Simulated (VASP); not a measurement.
**CoSn2: single point with PBEsol**

CoSn2:

```xyz
6
Lattice="-3.1825 3.1825 2.7285 3.1825 -3.1825 2.7285 3.1825 3.1825 -2.7285" Properties=species:S:1:pos:R:3 pbc="T T T"
Co    0.0000    0.0000    1.3642
Co    0.0000    0.0000    4.0927
Sn    1.0618    4.2443    0.0000
Sn    2.1207    1.0618    0.0000
Sn    2.1207   -1.0618    2.7285
Sn    1.0618    2.1207    2.7285
```

```
Program                : VASP 6.6.1
Task                   : single point
Functional             : PBEsol
Potentials or basis    : VASP PAW PBE potentials, release 64 (Co, Sn_d)
Cutoff                 : 520 eV
k mesh                 : 8 × 8 × 8
Occupations            : gaussian, width 0.1 eV
Spin                   : no spin polarisation
Dipole correction      : no
Further INCAR settings : ALGO = Fast; EDIFF = 1e-06; NBANDS = 46
```

```
Pressure               : -4.1 GPa
Band gap on the k mesh : zero (bands 37 and 38 overlap by 1.49 eV)
```

Forces on the atoms (eV/Å):
```
Co   0.000  0.000  0.000
Co   0.000  0.000  0.000
Sn  -0.002 -0.002  0.000
Sn   0.002 -0.002  0.000
Sn   0.002  0.002  0.000
Sn  -0.002  0.002  0.000
```

Stress tensor (GPa, compression positive):
```
-4.31  0.00  0.00
 0.00 -4.31  0.00
 0.00  0.00 -3.78
```

Levels at points of the mesh, in eV from the Fermi level:
| k point | band 33 | band 34 | band 35 | band 36 | band 37 | band 38 | band 39 | band 40 | band 41 | band 42 |
| --- | --- | --- | --- | --- | --- | --- | --- | --- | --- | --- |
| (0.00, 0.00, 0.00) | -1.84 | -1.26 | -1.08 | -1.02 | -0.55 | -0.55 | 0.38 | 0.42 | 0.42 | 0.69 |
| (0.50, 0.00, 0.00) | -0.97 | -0.97 | -0.68 | -0.68 | 0.21 | 0.21 | 1.85 | 1.85 | 3.20 | 3.20 |
| (0.50, 0.50, 0.00) | -1.33 | -1.07 | -1.02 | -0.66 | -0.55 | 0.70 | 0.78 | 1.26 | 2.81 | 3.62 |
| (0.50, 0.50, 0.50) | -0.82 | -0.65 | -0.65 | 0.13 | 0.27 | 1.64 | 2.57 | 2.69 | 2.69 | 2.83 |

Wall time 11 min on 1 thread of Intel Xeon 8259CL (shared host), peak memory 0.4 GiB.

Caveat: the cell stands under tension; the PAW data sets were made with another functional, which shifts forces and pressure a little; spin-orbit coupling is left out, which moves the levels of the heavy elements; the run has no spin polarisation, though such a crystal can be magnetic. Spin polarisation is off, so any magnetic state and its effect on volume and gap are missing.
